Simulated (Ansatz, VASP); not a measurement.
**K in VASP and in Ansatz**

```
K
1.0
    10.72450    0.00000    0.00000
     0.00000   10.72450    0.00000
     0.00000    0.00000    4.21207
K
1
Direct
  0.00000 0.00000 0.00000
```

Alike in both runs: task single point; functional PBE; k mesh 4 × 4 × 10; occupations gaussian, width 0.1 eV; no spin polarisation.

|  | VASP | Ansatz |
| --- | --- | --- |
| version | VASP 6.6.1 | Ansatz 0.2.0 |
| potentials or method | VASP PAW PBE potentials, release 64 (K_sv), cutoff 520 eV | scalar-relativistic, plane waves, PAW |
| valence electrons in the cell | 9 | 9 |

|  | VASP | Ansatz | Ansatz less VASP |
| --- | --- | --- | --- |
| gap on the k mesh at the Fermi level (eV) | none | none | - |
| pressure (GPa) | 0.0 | 0.0 | 0.00 |

A gap of «none» marks a metal or a gap that the smearing closes.
